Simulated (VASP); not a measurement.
# SnSe (Pnma) in VASP: single point with r2SCAN+D3(BJ)

Aim: the single point of SnSe with r2SCAN+D3(BJ).

All numbers are computed with VASP 6.6.1; they aren't measurements. Logs are shortened: lines on timing, memory, paths and dates and some standing lists are left out, and cuts for length are marked.

**1. The cell of the first run**

The structure is orthorhombic, space group Pnma (No. 62). The conventional cell has a = 11.261 Å, b = 4.072 Å, c = 4.372 Å, α = 90.00°, β = 90.00°, γ = 90.00°. Within 3.6 Å of Sn (site symmetry m) lie 6 Se at 2.73 to 3.38 Å and 2 Sn at 3.40 Å. Within 3.6 Å of Se (site symmetry m) lie 6 Sn at 2.73 to 3.38 Å.

**2. Single point, r2SCAN+D3(BJ) (25.07 Å³/atom)**

Contents of POSCAR:

```
SnSe
1.0
   11.2612748761      0.0000000000      0.0000000000
    0.0000000000      4.0724176076      0.0000000000
    0.0000000000      0.0000000000      4.3723958094
Sn Se
4 4
Direct
    0.1148214160      0.2500000000      0.0969047614
    0.3851785840      0.7500000000      0.5969047614
    0.6148214160      0.2500000000      0.4030952386
    0.8851785840      0.7500000000      0.9030952386
    0.3552940723      0.2500000000      0.0165732180
    0.1447059277      0.7500000000      0.5165732180
    0.8552940723      0.2500000000      0.4834267820
    0.6447059277      0.7500000000      0.9834267820
```

Contents of INCAR.step1:

```
ALGO     = Normal         # electronic algorithm
EDIFF    = 1E-4           # SCF threshold, eV
ENCUT    = 520            # plane-wave cutoff, eV
GGA      = PE             # functional
ISMEAR   = 0              # smearing method
LASPH    = T              # aspherical terms in the spheres
LCHARG   = F              # write CHGCAR
LREAL    = F              # projectors in reciprocal space
LWAVE    = T              # write WAVECAR
NBANDS   = 50             # bands
NELM     = 100            # most SCF steps
PREC     = Accurate       # precision mode
SIGMA    = 0.05           # smearing width, eV
```

Contents of INCAR.step2:

```
ALGO     = Normal         # electronic algorithm
EDIFF    = 1E-6           # SCF threshold, eV
ENCUT    = 520            # plane-wave cutoff, eV
ISIF     = 2              # what is computed and relaxed
ISMEAR   = 0              # smearing method
ISTART   = 1            
IVDW     = 12             # dispersion correction
LASPH    = T              # aspherical terms in the spheres
LCHARG   = F              # write CHGCAR
LMIXTAU  = T            
LREAL    = F              # projectors in reciprocal space
LWAVE    = F              # write WAVECAR
METAGGA  = R2SCAN         # meta-GGA
NBANDS   = 50             # bands
NELM     = 100            # most SCF steps
PREC     = Accurate       # precision mode
SIGMA    = 0.05           # smearing width, eV
VDW_A1   = 0.49484001   
VDW_A2   = 5.73083694   
VDW_S6   = 1.0          
VDW_S8   = 0.78981345
```

Contents of KPOINTS:

```
k-points
0
Gamma
  4 8 6
```

Potentials or basis: VASP PAW PBE potentials, release 64 (Sn_d, Se).

Launch:

```sh
cat potpaw_PBE.64/Sn_d/POTCAR potpaw_PBE.64/Se/POTCAR > POTCAR
cp INCAR.step1 INCAR
mpirun -np 1 vasp_std > vasp.out
cp INCAR.step2 INCAR
mpirun -np 1 vasp_std > vasp.out
```

OUTCAR:

```text
EDIFF = 1E-6
   ENCUT = 520
   ISIF = 2
   ISMEAR = 0
   ISTART = 1
   IVDW = 12
   LASPH = T
   LREAL = F
   METAGGA = R2SCAN
   NELM = 100
   PREC = Accurate
 IVDW          = 12

 ion  position               nearest neighbor table
   1  0.115  0.250  0.097-   5 2.73   6 2.76   6 2.76   6 3.27   6 3.27   4 3.40   4 3.40
   2  0.385  0.750  0.597-   6 2.73   5 2.76   5 2.76   5 3.27   5 3.27   3 3.40   3 3.40
   3  0.615  0.250  0.403-   7 2.73   8 2.76   8 2.76   8 3.27   8 3.27   2 3.40   2 3.40
   4  0.885  0.750  0.903-   8 2.73   7 2.76   7 2.76   7 3.27   7 3.27   1 3.40   1 3.40
   5  0.355  0.250  0.017-   1 2.73   2 2.76   2 2.76   2 3.27   2 3.27
   6  0.145  0.750  0.517-   2 2.73   1 2.76   1 2.76   1 3.27   1 3.27
   7  0.855  0.250  0.483-   3 2.73   4 2.76   4 2.76   4 3.27   4 3.27
   8  0.645  0.750  0.983-   4 2.73   3 2.76   3 2.76   3 3.27   3 3.27

  LATTYP: Found a simple orthorhombic cell.
 ALAT       =     4.0724176076
 B/A-ratio  =     1.0736609628
 C/A-ratio  =     2.7652554235

  Lattice vectors:

 A1 = (   0.0000000000,   4.0724176076,   0.0000000000)
 A2 = (   0.0000000000,   0.0000000000,   4.3723958094)
 A3 = (  11.2612748761,   0.0000000000,   0.0000000000)

Analysis of symmetry for initial positions (statically):
=====================================================================
 Subroutine PRICEL returns:
 Original cell was already a primitive cell.

 Routine SETGRP: Setting up the symmetry group for a
 simple orthorhombic supercell.

 Subroutine GETGRP returns: Found  8 space group operations
 (whereof  2 operations were pure point group operations)
 out of a pool of  8 trial point group operations.

The static configuration has the point symmetry S_2 .
 The point group associated with its full space group is D_2h.

Analysis of symmetry for dynamics (positions and initial velocities):
=====================================================================
 Subroutine PRICEL returns:
 Original cell was already a primitive cell.

 Routine SETGRP: Setting up the symmetry group for a
 simple orthorhombic supercell.

 Subroutine GETGRP returns: Found  8 space group operations
 (whereof  2 operations were pure point group operations)
 out of a pool of  8 trial point group operations.

The dynamic configuration has the point symmetry S_2 .
 The point group associated with its full space group is D_2h.

 Subroutine INISYM returns: Found  8 space group operations
 (whereof  2 operations are pure point group operations),
 and found     1 'primitive' translations

----------------------------------------------------------------------------------------

                                     Primitive cell

  volume of cell :     200.5208

  direct lattice vectors                    reciprocal lattice vectors
    11.261274876  0.000000000  0.000000000     0.088799893  0.000000000  0.000000000
     0.000000000  4.072417608  0.000000000     0.000000000  0.245554385  0.000000000
     0.000000000  0.000000000  4.372395809     0.000000000  0.000000000  0.228707565

  length of vectors
    11.261274876  4.072417608  4.372395809     0.088799893  0.245554385  0.228707565

  position of ions in fractional coordinates (direct lattice)
     0.114821416  0.250000000  0.096904761
     0.385178584  0.750000000  0.596904761
     0.614821416  0.250000000  0.403095239
     0.885178584  0.750000000  0.903095239
     0.355294072  0.250000000  0.016573218
     0.144705928  0.750000000  0.516573218
     0.855294072  0.250000000  0.483426782
     0.644705928  0.750000000  0.983426782

  ion indices of the primitive-cell ions
   primitive index   ion index
                 1           1
                 2           2
                 3           3
                 4           4
                 5           5
                 6           6
                 7           7
                 8           8

----------------------------------------------------------------------------------------

 KPOINTS: k-points

Automatic generation of k-mesh.
 Grid dimensions read from file:
 generate k-points for:    4    8    6

 Generating k-lattice:

  Cartesian coordinates                     Fractional coordinates (reciprocal lattice)
     0.022199973  0.000000000  0.000000000     0.250000000  0.000000000  0.000000000
     0.000000000  0.030694298  0.000000000     0.000000000  0.125000000  0.000000000
     0.000000000  0.000000000  0.038117928     0.000000000  0.000000000  0.166666667

  Length of vectors
     0.022199973  0.030694298  0.038117928

  Shift w.r.t. Gamma in fractional coordinates (k-lattice)
     0.000000000  0.000000000  0.000000000

 Subroutine IBZKPT returns following result:
 ===========================================

 Found     60 irreducible k-points:

 Following reciprocal coordinates:
            Coordinates               Weight
  0.000000  0.000000  0.000000      1.000000
  0.250000  0.000000  0.000000      2.000000
  0.500000  0.000000  0.000000      1.000000
  0.000000  0.125000  0.000000      2.000000
  0.250000  0.125000  0.000000      4.000000
  0.500000  0.125000  0.000000      2.000000
[... 16 lines left out ...]
  0.250000  0.250000  0.166667      8.000000
  0.500000  0.250000  0.166667      4.000000
 [... further k-points ...]
   k-points           NKPTS =     60   k-points in BZ     NKDIM =     60   number of bands    NBANDS=     50
   number of dos      NEDOS =    301   number of ions     NIONS =      8
   total plane-waves  NPLWV =  90720
   dimension x,y,z NGX =    84 NGY =   30 NGZ =   36
   dimension x,y,z NGXF=   168 NGYF=   60 NGZF=   72
   ions per type =               4   4
   NGX,Y,Z   is equivalent  to a cutoff of  12.40, 12.25, 13.69 a.u.
   NGXF,Y,Z  is equivalent  to a cutoff of  24.80, 24.49, 27.38 a.u.
 SYSTEM =  unknown system
   PREC   = accura    normal or accurate (medium, high low for compatibility)
   ISTART =      1    job   : 0-new  1-cont  2-samecut
   ICHARG =      0    charge: 1-file 2-atom 10-const
   ISPIN  =      1    spin polarized calculation?
   LNONCOLLINEAR =      F non collinear calculations
   LSORBIT =      F    spin-orbit coupling
   LASPH  =      T    aspherical Exc in radial PAW
   ENCUT  =  520.0 eV  38.22 Ry    6.18 a.u.  20.94  7.57  8.13*2*pi/ulx,y,z
   NELM   =    100;   NELMIN=  2; NELMDL=  0     # of ELM steps
   EDIFF  = 0.1E-05   stopping-criterion for ELM
   LREAL  =      F    real-space projection
   EDIFFG = 0.1E-04   stopping-criterion for IOM
   NSW    =      0    number of steps for IOM
   IBRION =     -1    ionic relax: 0-MD 1-quasi-New 2-CG
   NFREE  =      0    steps in history (QN), initial steepest desc. (CG)
   ISIF   =      2    stress and relaxation
   ISYM   =      2    0-nonsym 1-usesym 2-fastsym
   POTIM  = 0.5000    time-step for ionic-motion
   TEBEG  =    0.0;   TEEND  =   0.0 temperature during run
   PSTRESS=    0.0 pullay stress
   NELECT =      80.0000    total number of electrons
   NUPDOWN=      -1.0000    fix difference up-down
   EMIN   =  10.00;   EMAX   =-10.00  energy-range for DOS
   EFERMI =   0.00;   METHOD = LEGACY
   ISMEAR =     0;   SIGMA  =   0.05  broadening in eV -4-tet -1-fermi 0-gaus
   EFERMI_NEDOS =   21; number of points for ismear=-14 and -15
   IALGO  =     38    algorithm
   IMIX   =      4    mixing-type and parameters
     AMIX     =   0.40;   BMIX     =  1.00
     AMIX_MAG =   1.60;   BMIX_MAG =  1.00
  volume/ion in A,a.u.               =      25.07       169.15
  Fermi-wavevector in a.u.,A,eV,Ry     =   1.205179  2.277459 19.761884  1.452457
  Thomas-Fermi vector in A             =   2.340883
   LORBIT       =      0    0 simple, 1 ext, 2 COOP (PROOUT), +10 PAW based schemes
   METAGGA = R2SCAN    functional components
   LHFCALC =     F    Hartree Fock is set to
   AEXX    =    0.0000 exact exchange contribution
   IVDW    =    12    specifies the selected vdW correction
   LEPSILON=     F    determine dielectric tensor
   LRPA    =     F    only Hartree local field effects (RPA)
 non-spin polarized calculation
 Gauss-broadening in eV      SIGMA  =   0.05
  energy-cutoff  :      520.00
  volume of cell :      200.52
 maximum number of plane-waves:      5436
 NGX is ok and might be reduce to    84
   NGX = 41   NGY = 15   NGZ = 17

 number of electron      80.0000003 magnetization

 Free energy of the ion-electron system (eV)
  ---------------------------------------------------
  ext. energy  EPLUGINS =         0.00000000
  ---------------------------------------------------
  free energy    TOTEN  =      -159.56108520 eV

  energy without entropy =     -159.56108520  energy(sigma->0) =     -159.56108520

 E-fermi :   6.3385     XC(G=0): -10.5962

 val. band max:        6.1019013004   @ k =   0.0000   0.0000   0.3333
 cond. band min:       6.7348662759   @ k =   0.0000   0.0000   0.0000
 fundamental gap:      0.6329649756
 Fermi energy:         6.3384667250

 k-point     1 :       0.0000    0.0000    0.0000
  band No.  band energies     occupation
      1     -16.0680      2.00000
      2     -16.0438      2.00000
      3     -16.0391      2.00000
      4     -16.0347      2.00000
      5     -16.0316      2.00000
      6     -16.0305      2.00000
[... 42 lines left out ...]
     49      11.2198      0.00000
     50      11.2869      0.00000

 k-point     2 :       0.2500    0.0000    0.0000
  band No.  band energies     occupation
      1     -16.0656      2.00000
      2     -16.0499      2.00000
      3     -16.0370      2.00000
      4     -16.0343      2.00000
      5     -16.0325      2.00000
      6     -16.0315      2.00000
[... 42 lines left out ...]
     49      11.4202      0.00000
     50      11.4494      0.00000

 k-point     3 :       0.5000    0.0000    0.0000
  band No.  band energies     occupation
      1     -16.0588      2.00000
      2     -16.0588      2.00000
      3     -16.0346      2.00000
      4     -16.0346      2.00000
      5     -16.0331      2.00000
      6     -16.0331      2.00000
[... 42 lines left out ...]
     49      11.5089      0.00000
     50      11.5089      0.00000

 k-point     4 :       0.0000    0.1250    0.0000
  band No.  band energies     occupation
      1     -16.0627      2.00000
      2     -16.0397      2.00000
      3     -16.0394      2.00000
      4     -16.0368      2.00000
      5     -16.0328      2.00000
      6     -16.0294      2.00000
[... 999 lines left out ...]
 k-point    23 :       0.2500    0.2500    0.1667
  band No.  band energies     occupation
      1     -16.0526      2.00000
      2     -16.0469      2.00000
      3     -16.0432      2.00000
      4     -16.0377      2.00000
      5     -16.0349      2.00000
      6     -16.0299      2.00000
[... 42 lines left out ...]
     49      10.7895      0.00000
     50      11.2807      0.00000

 k-point    24 :       0.5000    0.2500    0.1667
  band No.  band energies     occupation
      1     -16.0502      2.00000
      2     -16.0502      2.00000
      3     -16.0405      2.00000
      4     -16.0405      2.00000
      5     -16.0320      2.00000
      6     -16.0320      2.00000
[... 42 lines left out ...]
     49      10.7333      0.00000
     50      10.7333      0.00000

 [... further k-points ...]

------------------------ aborting loop because EDIFF is reached ----------------------------------------

 Edisp (eV)   -1.44328

 E8    (eV) :    -0.5085

  FORCE on cell =-STRESS in cart. coord.  units (eV):
  Direction    XX          YY          ZZ          XY          YZ          ZX
  --------------------------------------------------------------------------------------
  -------------------------------------------------------------------------------------
  Total       3.82288     3.87090     3.70175     0.00000     0.00000     0.00000
  in kB      30.54509    30.92881    29.57729     0.00000     0.00000     0.00000
  external pressure =       30.35 kB  Pullay stress =        0.00 kB

 VOLUME and BASIS-vectors are now :
 -----------------------------------------------------------------------------
  energy-cutoff  :      520.00
  volume of cell :      200.52
      direct lattice vectors                 reciprocal lattice vectors
    11.261274876  0.000000000  0.000000000     0.088799893  0.000000000  0.000000000
     0.000000000  4.072417608  0.000000000     0.000000000  0.245554385  0.000000000
     0.000000000  0.000000000  4.372395809     0.000000000  0.000000000  0.228707565

 POSITION                                       TOTAL-FORCE (eV/Angst)
 -----------------------------------------------------------------------------------
      1.29304      1.01810      0.42371        -0.006641      0.000000     -0.003674
      4.33760      3.05431      2.60990         0.006641     -0.000000     -0.003674
      6.92367      1.01810      1.76249        -0.006641     -0.000000      0.003674
      9.96824      3.05431      3.94869         0.006641     -0.000000      0.003674
      4.00106      1.01810      0.07246         0.016867      0.000000      0.006724
      1.62957      3.05431      2.25866        -0.016867      0.000000      0.006724
      9.63170      1.01810      2.11373         0.016867     -0.000000     -0.006724
      7.26021      3.05431      4.29993        -0.016867     -0.000000     -0.006724
 -----------------------------------------------------------------------------------
    total drift:                                0.000000     -0.000000      0.000000

  FREE ENERGIE OF THE ION-ELECTRON SYSTEM (eV)
  ---------------------------------------------------
  free  energy   TOTEN  =      -161.0043635879 eV

  energy  without entropy=     -161.0043635879  energy(sigma->0) =     -161.00436359
```

Run time: 38 min. Hardware: 1 thread of Oxide Virtual Turin-like, shared host; peak memory 0.58 GiB.

What came out:

| Quantity | Value |
| --- | --- |
| Free energy | -161.0044 eV |
| Pressure | 3.0 GPa |
| Largest force | 0.018 eV/Å |
| Band gap on the k mesh | 0.63 eV (least direct gap 1.16 eV) |
| Dispersion energy per atom | -0.180 eV |

Forces in eV/Å, atoms in the order of the input:
```
Sn  -0.007  0.000 -0.004
Sn   0.007  0.000 -0.004
Sn  -0.007  0.000  0.004
Sn   0.007  0.000  0.004
Se   0.017  0.000  0.007
Se  -0.017  0.000  0.007
Se   0.017  0.000 -0.007
Se  -0.017  0.000 -0.007
```

Stress tensor (GPa, compression positive):
```
3.05 0.00 0.00
0.00 3.09 0.00
0.00 0.00 2.96
```

Levels at points of the mesh, in eV from the valence-band top:
```tsv
k point	band 38	band 39	band 40	band 41	band 42	band 43
(0.00, 0.00, 0.00)	-1.30	-0.93	-0.57	0.63	3.19	3.19
(0.50, 0.00, 0.00)	-2.19	-0.70	-0.70	2.79	2.79	2.88
(0.00, 0.50, 0.00)	-1.18	-0.95	-0.95	1.11	1.11	1.72
(0.50, 0.50, 0.00)	-1.20	-1.20	-1.20	1.66	1.66	1.66
(0.00, 0.00, 0.50)	-0.93	-0.11	-0.11	1.49	1.49	1.61
(0.50, 0.00, 0.50)	-0.61	-0.06	-0.06	1.36	1.36	1.66
(0.00, 0.50, 0.50)	-2.65	-1.74	-1.74	2.83	2.83	3.18
(0.50, 0.50, 0.50)	-1.80	-1.80	-1.80	2.55	2.55	2.55
```

Caveat: the cell stands under pressure; semilocal functionals underestimate gaps, and a narrow one can read as zero; the PAW data sets were made with another functional, which shifts forces and pressure a little; spin-orbit coupling is left out, which moves the levels of the heavy elements.
